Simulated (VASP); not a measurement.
# KCl (I4/mmm) in VASP: further runs, part 2 of 2

VASP 6.6.1. The steps go on from the part before.

### 5 Single point, PBEsol (strain +0.040 along x and y, -0.080 along z)

INCAR

```
SYSTEM = KCl
PREC = Accurate ; ENCUT = 520
EDIFF = 1E-7 ; ISMEAR = 0
SIGMA = 0.05 ; LREAL = .FALSE.
LASPH = .TRUE. ; NELM = 60
ALGO = Normal ; ISIF = 2
LWAVE = .FALSE. ; LCHARG = .FALSE.
GGA = PS ; NBANDS = 15
```

KPOINTS

```
Automatic mesh
0
G
  6 6 6
  0 0 0
```

POSCAR

```
KCl
1.0
    0.0000000000      3.2823440000      2.9036120000
    3.2823440000      0.0000000000      2.9036120000
    3.2823440000      3.2823440000      0.0000000000
K Cl
1 1
Direct
    0.0000000000      0.0000000000      0.0000000000
    0.5000000000      0.5000000000      0.5000000000
```

Potentials or basis: VASP PAW PBE potentials, release 64 (K_sv, Cl).

On the command line:

```console
$ cat potpaw_PBE.64/K_sv/POTCAR potpaw_PBE.64/Cl/POTCAR > POTCAR
$ mpirun -np 1 vasp_std > vasp.out
```

OUTCAR:

```text
SYSTEM = KCl
   PREC = Accurate
   ENCUT = 520
   EDIFF = 1E-7
   ISMEAR = 0
   LREAL = .FALSE.
   LASPH = .TRUE.
   NELM = 60
   ISIF = 2
   GGA = PS

 ion  position               nearest neighbor table
   1  0.000  0.000  0.000-   2 2.90   2 2.90
   2  0.500  0.500  0.500-   1 2.90   1 2.90

  LATTYP: Found a body centered tetragonal cell.
 ALAT       =     4.6419354012
 C/A-ratio  =     1.2510350744

  Lattice vectors:

 A1 = (   0.0000000000,  -3.2823440000,  -2.9036120000)
 A2 = (   0.0000000000,   3.2823440000,  -2.9036120000)
 A3 = (   3.2823440000,   0.0000000000,   2.9036120000)

Analysis of symmetry for initial positions (statically):
=====================================================================
 Subroutine PRICEL returns:
 Original cell was already a primitive cell.

 Routine SETGRP: Setting up the symmetry group for a
 body centered tetragonal supercell.

 Subroutine GETGRP returns: Found 16 space group operations
 (whereof 16 operations were pure point group operations)
 out of a pool of 16 trial point group operations.

The static configuration has the point symmetry D_4h.

Analysis of symmetry for dynamics (positions and initial velocities):
=====================================================================
 Subroutine PRICEL returns:
 Original cell was already a primitive cell.

 Routine SETGRP: Setting up the symmetry group for a
 body centered tetragonal supercell.

 Subroutine GETGRP returns: Found 16 space group operations
 (whereof 16 operations were pure point group operations)
 out of a pool of 16 trial point group operations.

The dynamic configuration has the point symmetry D_4h.

 Subroutine INISYM returns: Found 16 space group operations
 (whereof 16 operations are pure point group operations),
 and found     1 'primitive' translations

----------------------------------------------------------------------------------------

[... 121 lines left out ...]
   LEPSILON=     F    determine dielectric tensor
   LRPA    =     F    only Hartree local field effects (RPA)
 non-spin polarized calculation
 Gauss-broadening in eV      SIGMA  =   0.05
  energy-cutoff  :      520.00
  volume of cell :       62.57
 maximum number of plane-waves:      1700
 NGX is ok and might be reduce to    36
   NGX = 17   NGY = 17   NGZ = 17

 number of electron      16.0000001 magnetization

 Free energy of the ion-electron system (eV)
  ---------------------------------------------------
  ext. energy  EPLUGINS =         0.00000000
  ---------------------------------------------------
  free energy    TOTEN  =        -6.94350171 eV

  energy without entropy =       -6.94350171  energy(sigma->0) =       -6.94350171

 E-fermi :  -1.6066     XC(G=0):  -7.6769

 val. band max:       -1.8321800092   @ k =   0.0000   0.0000   0.0000
 cond. band min:       3.0423943019   @ k =   0.0000   0.0000   0.0000
 fundamental gap:      4.8745743111
 Fermi energy:        -1.6065690767

 k-point     1 :       0.0000    0.0000    0.0000
  band No.  band energies     occupation
      1     -28.9358      2.00000
      2     -14.0262      2.00000
      3     -12.4979      2.00000
      4     -12.4658      2.00000
      5     -12.4658      2.00000
      6      -1.9508      2.00000
      7      -1.9508      2.00000
      8      -1.8322      2.00000
      9       3.0424      0.00000
     10       6.1492      0.00000
     11       6.1492      0.00000
     12       6.9453      0.00000
     13       6.9568      0.00000
     14       7.6850      0.00000
[... 401 lines left out ...]
      2     -14.0356      2.00000
      3     -12.5785      2.00000
      4     -12.5018      2.00000
      5     -12.4334      2.00000
      6      -2.6380      2.00000
      7      -2.2566      2.00000
      8      -2.1281      2.00000
      9       5.0303      0.00000
     10       6.2133      0.00000
     11       7.6127      0.00000
     12       8.5373      0.00000
     13       8.6695      0.00000
     14       9.3589      0.00000
     15       9.6593      0.00000

 [... further k-points ...]

------------------------ aborting loop because EDIFF is reached ----------------------------------------

  FORCE on cell =-STRESS in cart. coord.  units (eV):
  Direction    XX          YY          ZZ          XY          YZ          ZX
  --------------------------------------------------------------------------------------
  -------------------------------------------------------------------------------------
  Total       -0.5334110     -0.5334110      1.6007883      0.0000000      0.0000000     -0.0000000
  in kB      -13.6595299    -13.6595299     40.9928122      0.0000000      0.0000000     -0.0000000
  external PRESSURE =       4.5579175 kB  Pullay stress =       0.0000000 kB

 VOLUME and BASIS-vectors are now :
 -----------------------------------------------------------------------------
  energy-cutoff  :      520.00
  volume of cell :       62.57
      direct lattice vectors                 reciprocal lattice vectors
     0.000000000  3.282344000  2.903612000    -0.152330164  0.152330164  0.172199316
     3.282344000  0.000000000  2.903612000     0.152330164 -0.152330164  0.172199316
     3.282344000  3.282344000  0.000000000     0.152330164  0.152330164 -0.172199316

 POSITION                                       TOTAL-FORCE (eV/Angst)
 -----------------------------------------------------------------------------------
      0.00000      0.00000      0.00000         0.000000     -0.000000      0.000000
      3.28234      3.28234      2.90361        -0.000000      0.000000     -0.000000
 -----------------------------------------------------------------------------------
    total drift:                                0.000000      0.000000      0.000000

  FREE ENERGIE OF THE ION-ELECTRON SYSTEM (eV)
  ---------------------------------------------------
  free  energy   TOTEN  =        -6.9435017075 eV

  energy  without entropy=       -6.9435017075  energy(sigma->0) =       -6.94350171
```

stdout:

```text
POSCAR found type information on POSCAR K Cl
 POSCAR found :  2 types and       2 ions
 scaLAPACK will be used
 -----------------------------------------------------------------------------
|                                                                             |
|                                                                             |
|     You enforced a specific xc type in the INCAR file but a different       |
|     I HOPE YOU KNOW WHAT YOU ARE DOING!                                     |
|                                                                             |
 -----------------------------------------------------------------------------

 LDA part: xc-table for (Slater+PW92), standard interpolation
 POSCAR, INCAR and KPOINTS ok, starting setup
 FFT: planning ... GRIDC
 FFT: planning ... GRID_SOFT
 FFT: planning ... GRID
 WAVECAR not read
 entering main loop
```

Wall time 27 s (1 thread of Intel Xeon Platinum 8488C (Sapphire Rapids), shared host); peak memory 0.2 GiB.

Results:

| Item | Value |
| --- | --- |
| Free energy | -6.9435 eV |
| Pressure | 0.5 GPa |
| Band gap on the k mesh | 4.87 eV, direct |

Stress tensor (GPa, compression positive):
```
-1.37  0.00  0.00
 0.00 -1.37  0.00
 0.00  0.00  4.10
```

Caveat: the cell differs from its parent crystal (strain +0.040 along x and y, -0.080 along z); the PAW data sets were made with another functional, which shifts forces and pressure a little.

### 6 Summary

```tsv
cell	gap on the mesh (eV)	pressure (GPa)
a = 4.375, b = 4.375, c = 4.463 Å, angles 59.3, 59.3, 61.3°, 2 atoms	5.09	0.3
a = 4.467, b = 4.467, c = 4.285 Å, angles 61.3, 61.3, 57.3°, 2 atoms	5.08	0.6
a = 4.561, b = 4.561, c = 4.285 Å, angles 62.0, 62.0, 56.0°, 2 atoms	4.95	0.2
a = 4.382, b = 4.382, c = 4.642 Å, angles 58.0, 58.0, 64.0°, 2 atoms	4.87	0.5
```

Alike in all rows: task single point; level PBEsol; potentials or basis VASP PAW PBE potentials, release 64 (K_sv, Cl); no spin polarisation; k mesh 6 × 6 × 6; cutoff (eV) 520; smearing gaussian 0.05 eV.

Caveats: the PAW data sets were made with another functional, which shifts forces and pressure a little.

Total energies depend on the potentials used, so only differences within one code and one set of settings carry meaning.
